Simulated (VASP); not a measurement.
# AlNi (CsCl type) (Pm-3m) in VASP: a series of runs, part 2 of 2

VASP 6.6.1. The steps go on from the part before.

## Step 4: Density of states, PBE

This run uses another cell than the first one, of 12.11 Å³/atom, 1.389 times its volume.

POSCAR reads:

```
AlNi
1.0
    2.8934027717      0.0000000000      0.0000000000
    0.0000000000      2.8934027717      0.0000000000
    0.0000000000      0.0000000000      2.8934027717
Ni Al
1 1
Direct
    0.0000000000      0.0000000000      0.0000000000
    0.5000000000      0.5000000000      0.5000000000
```

INCAR.step1 reads:

```
ALGO = Normal
EDIFF = 1E-6
ENCUT = 520
GGA = PE
ISIF = 2
ISMEAR = -1
LASPH = T
LCHARG = T
LMAXMIX = 4
LREAL = F
LWAVE = F
NBANDS = 14
NELM = 100
PREC = Accurate
SIGMA = 0.08
```

KPOINTS.step1 reads:

```
k-points
0
Gamma
  14 14 14
```

INCAR.step2 reads:

```
ALGO = Normal
EDIFF = 1E-6
ENCUT = 520
GGA = PE
ICHARG = 11
ISIF = 2
ISMEAR = -5
LASPH = T
LCHARG = F
LMAXMIX = 4
LORBIT = 11
LREAL = F
LWAVE = F
NBANDS = 14
NEDOS = 2001
NELM = 100
PREC = Accurate
SIGMA = 0.08
```

KPOINTS.step2 reads:

```
k-points
0
Gamma
  21 21 21
```

Potentials or basis: VASP PAW PBE potentials, release 64 (Ni, Al).

The run is started by

```bash
$ cat potpaw_PBE.64/Ni/POTCAR potpaw_PBE.64/Al/POTCAR > POTCAR
$ cp INCAR.step1 INCAR
$ cp KPOINTS.step1 KPOINTS
$ mpirun -np 1 vasp_std > vasp.out
$ cp INCAR.step2 INCAR
$ cp KPOINTS.step2 KPOINTS
$ mpirun -np 1 vasp_std > vasp.out
```

OUTCAR:

```text
EDIFF = 1E-6
   ENCUT = 520
   GGA = PE
   ICHARG = 11
   ISIF = 2
   ISMEAR = -5
   LASPH = T
   LORBIT = 11
   LREAL = F
   NELM = 100
   PREC = Accurate

 ion  position               nearest neighbor table
   1  0.000  0.000  0.000-   2 2.51   2 2.51   2 2.51   2 2.51   2 2.51   2 2.51   2 2.51   2 2.51

   2  0.500  0.500  0.500-   1 2.51   1 2.51   1 2.51   1 2.51   1 2.51   1 2.51   1 2.51   1 2.51

  LATTYP: Found a simple cubic cell.
 ALAT       =     2.8934027717

  Lattice vectors:

 A1 = (   2.8934027717,   0.0000000000,   0.0000000000)
 A2 = (   0.0000000000,   2.8934027717,   0.0000000000)
 A3 = (   0.0000000000,   0.0000000000,   2.8934027717)

Analysis of symmetry for initial positions (statically):
=====================================================================
 Subroutine PRICEL returns:
 Original cell was already a primitive cell.

 Routine SETGRP: Setting up the symmetry group for a
 simple cubic supercell.

 Subroutine GETGRP returns: Found 48 space group operations
 (whereof 48 operations were pure point group operations)
 out of a pool of 48 trial point group operations.

The static configuration has the point symmetry O_h .

Analysis of symmetry for dynamics (positions and initial velocities):
=====================================================================
 Subroutine PRICEL returns:
 Original cell was already a primitive cell.

 Routine SETGRP: Setting up the symmetry group for a
 simple cubic supercell.

 Subroutine GETGRP returns: Found 48 space group operations
 (whereof 48 operations were pure point group operations)
 out of a pool of 48 trial point group operations.

The dynamic configuration has the point symmetry O_h .

 Subroutine INISYM returns: Found 48 space group operations
 (whereof 48 operations are pure point group operations),
 and found     1 'primitive' translations

----------------------------------------------------------------------------------------

                                     Primitive cell

  volume of cell :      24.2229

  direct lattice vectors                    reciprocal lattice vectors
     2.893402772  0.000000000  0.000000000     0.345613825  0.000000000  0.000000000
     0.000000000  2.893402772  0.000000000     0.000000000  0.345613825  0.000000000
     0.000000000  0.000000000  2.893402772     0.000000000  0.000000000  0.345613825

  length of vectors
     2.893402772  2.893402772  2.893402772     0.345613825  0.345613825  0.345613825

  position of ions in fractional coordinates (direct lattice)
     0.000000000  0.000000000  0.000000000
     0.500000000  0.500000000  0.500000000

  ion indices of the primitive-cell ions
   primitive index   ion index
                 1           1
                 2           2

----------------------------------------------------------------------------------------

 KPOINTS: k-points

Automatic generation of k-mesh.
 Grid dimensions read from file:
 generate k-points for:   21   21   21

 Generating k-lattice:

  Cartesian coordinates                     Fractional coordinates (reciprocal lattice)
     0.016457801  0.000000000  0.000000000     0.047619048  0.000000000  0.000000000
[... 49 lines left out ...]
   NGX,Y,Z   is equivalent  to a cutoff of  13.79, 13.79, 13.79 a.u.
   NGXF,Y,Z  is equivalent  to a cutoff of  27.58, 27.58, 27.58 a.u.
 SYSTEM =  unknown system
   PREC   = accura    normal or accurate (medium, high low for compatibility)
   ISTART =      0    job   : 0-new  1-cont  2-samecut
   ICHARG =     11    charge: 1-file 2-atom 10-const
   ISPIN  =      1    spin polarized calculation?
   LNONCOLLINEAR =      F non collinear calculations
   LSORBIT =      F    spin-orbit coupling
   LASPH  =      T    aspherical Exc in radial PAW
   ENCUT  =  520.0 eV  38.22 Ry    6.18 a.u.   5.38  5.38  5.38*2*pi/ulx,y,z
   NELM   =    100;   NELMIN=  2; NELMDL=  0     # of ELM steps
   EDIFF  = 0.1E-05   stopping-criterion for ELM
   LREAL  =      F    real-space projection
   EDIFFG = 0.1E-04   stopping-criterion for IOM
   NSW    =      0    number of steps for IOM
   IBRION =     -1    ionic relax: 0-MD 1-quasi-New 2-CG
   NFREE  =      0    steps in history (QN), initial steepest desc. (CG)
   ISIF   =      2    stress and relaxation
   ISYM   =      2    0-nonsym 1-usesym 2-fastsym
   POTIM  = 0.5000    time-step for ionic-motion
   TEBEG  =    0.0;   TEEND  =   0.0 temperature during run
   PSTRESS=    0.0 pullay stress
   NELECT =      13.0000    total number of electrons
   NUPDOWN=      -1.0000    fix difference up-down
   EMIN   =  10.00;   EMAX   =-10.00  energy-range for DOS
   EFERMI =   0.00;   METHOD = LEGACY
   ISMEAR =    -5;   SIGMA  =   0.08  broadening in eV -4-tet -1-fermi 0-gaus
   EFERMI_NEDOS =   21; number of points for ismear=-14 and -15
   IALGO  =     38    algorithm
   IMIX   =      4    mixing-type and parameters
     AMIX     =   0.40;   BMIX     =  1.00
     AMIX_MAG =   1.60;   BMIX_MAG =  1.00
  volume/ion in A,a.u.               =      12.11        81.73
  Fermi-wavevector in a.u.,A,eV,Ry     =   1.330394  2.514081 24.081619  1.769949
  Thomas-Fermi vector in A             =   2.459484
   LORBIT       =     11    0 simple, 1 ext, 2 COOP (PROOUT), +10 PAW based schemes
   GGA     = PE    functional components
   LHFCALC =     F    Hartree Fock is set to
   AEXX    =    0.0000 exact exchange contribution
   IVDW    =     0    specifies the selected vdW correction
   LEPSILON=     F    determine dielectric tensor
   LRPA    =     F    only Hartree local field effects (RPA)
 non-spin polarized calculation
 Fermi weights with tetrahedron method with Bloechl corrections
  energy-cutoff  :      520.00
  volume of cell :       24.22
 maximum number of plane-waves:       669
 NGX is ok and might be reduce to    24

 number of electron      13.0000013 magnetization

 Free energy of the ion-electron system (eV)
  ---------------------------------------------------
  ext. energy  EPLUGINS =         0.00000000
  ---------------------------------------------------
  free energy    TOTEN  =       -10.53867341 eV

  energy without entropy =      -10.53867341  energy(sigma->0) =      -10.53867341

 E-fermi :   9.8570     XC(G=0): -11.9866

 val. band max:        9.8598843537   @ k =   0.3810   0.3333   0.1429
 cond. band min:       9.8387237092   @ k =   0.4762   0.3333   0.3333
 fundamental gap:     -0.0211606445
 Fermi energy:         9.8570439099

 k-point     1 :       0.0000    0.0000    0.0000
  band No.  band energies     occupation
      1      -1.1872      2.00000
      2       6.6899      2.00000
      3       6.6899      2.00000
      4       8.3392      2.00000
      5       8.3392      2.00000
      6       8.3392      2.00000
      7      15.3021      0.00000
      8      15.3021      0.00000
      9      15.3021      0.00000
     10      17.9395      0.00000
     11      17.9395      0.00000
     12      23.3687      0.00000
     13      30.6343      0.00000
     14      30.6343      0.00000
[... 377 lines left out ...]
      1      -0.3677      2.00000
      2       6.5969      2.00000
      3       6.8295      2.00000
      4       8.0042      2.00000
      5       8.1023      2.00000
      6       8.3040      2.00000
      7      11.8690      0.00000
      8      14.5911      0.00000
      9      16.3469      0.00000
     10      18.8560      0.00000
     11      21.5731      0.00000
     12      25.0280      0.00000
     13      26.1499      0.00000
     14      26.7730      0.00000

 [... further k-points ...]

------------------------ aborting loop because EDIFF is reached ----------------------------------------

  FORCE on cell =-STRESS in cart. coord.  units (eV):
  Direction    XX          YY          ZZ          XY          YZ          ZX
  --------------------------------------------------------------------------------------
  -------------------------------------------------------------------------------------
  Total        0.1767913      0.1767913      0.1767913      0.0000000      0.0000000      0.0000000
  in kB       11.6935053     11.6935053     11.6935053      0.0000000      0.0000000      0.0000000
  external PRESSURE =      11.6935053 kB  Pullay stress =       0.0000000 kB

 VOLUME and BASIS-vectors are now :
 -----------------------------------------------------------------------------
  energy-cutoff  :      520.00
  volume of cell :       24.22
      direct lattice vectors                 reciprocal lattice vectors
     2.893402772  0.000000000  0.000000000     0.345613825  0.000000000  0.000000000
     0.000000000  2.893402772  0.000000000     0.000000000  0.345613825  0.000000000
     0.000000000  0.000000000  2.893402772     0.000000000  0.000000000  0.345613825

 POSITION                                       TOTAL-FORCE (eV/Angst)
 -----------------------------------------------------------------------------------
      0.00000      0.00000      0.00000         0.000000      0.000000      0.000000
      1.44670      1.44670      1.44670         0.000000      0.000000      0.000000
 -----------------------------------------------------------------------------------
    total drift:                                0.000000      0.000000      0.000000

  FREE ENERGIE OF THE ION-ELECTRON SYSTEM (eV)
  ---------------------------------------------------
  free  energy   TOTEN  =       -10.5386734065 eV

  energy  without entropy=      -10.5386734065  energy(sigma->0) =      -10.53867341

 total charge

# of ion       s       p       d       tot
------------------------------------------
    1        0.470   0.504   8.471   9.445
    2        0.383   0.408   0.000   0.791
--------------------------------------------------
tot          0.853   0.912   8.471  10.235
```

OUTCAR.step1:

```text
EDIFF = 1E-6
   ENCUT = 520
   GGA = PE
   ISIF = 2
   ISMEAR = -1
[... 630 lines left out ...]
 -----------------------------------------------------------------------------------
      0.00000      0.00000      0.00000         0.000000      0.000000      0.000000
      1.44670      1.44670      1.44670         0.000000      0.000000      0.000000
 -----------------------------------------------------------------------------------
    total drift:                                0.000000      0.000000      0.000000

  FREE ENERGIE OF THE ION-ELECTRON SYSTEM (eV)
  ---------------------------------------------------
  free  energy   TOTEN  =       -10.5471706407 eV

  energy  without entropy=      -10.5281002606  energy(sigma->0) =      -10.53763545
```

Run time: 56 s. Hardware: 1 thread of Intel Xeon 6975P-C, shared host; peak memory 0.22 GiB.

Results:

```yaml
Valence_electrons_inside_the_program's_atomic_spheres: Ni 9.45; Al 0.79
```

Levels at points of the mesh, in eV from the Fermi level:
| k point | band 3 | band 4 | band 5 | band 6 | band 7 | band 8 | band 9 | band 10 |
| --- | --- | --- | --- | --- | --- | --- | --- | --- |
| (0.00, 0.00, 0.00) | -3.17 | -1.52 | -1.52 | -1.52 | 5.45 | 5.45 | 5.45 | 8.08 |

Caveat: tetrahedron occupations give inexact forces and stress in metals.
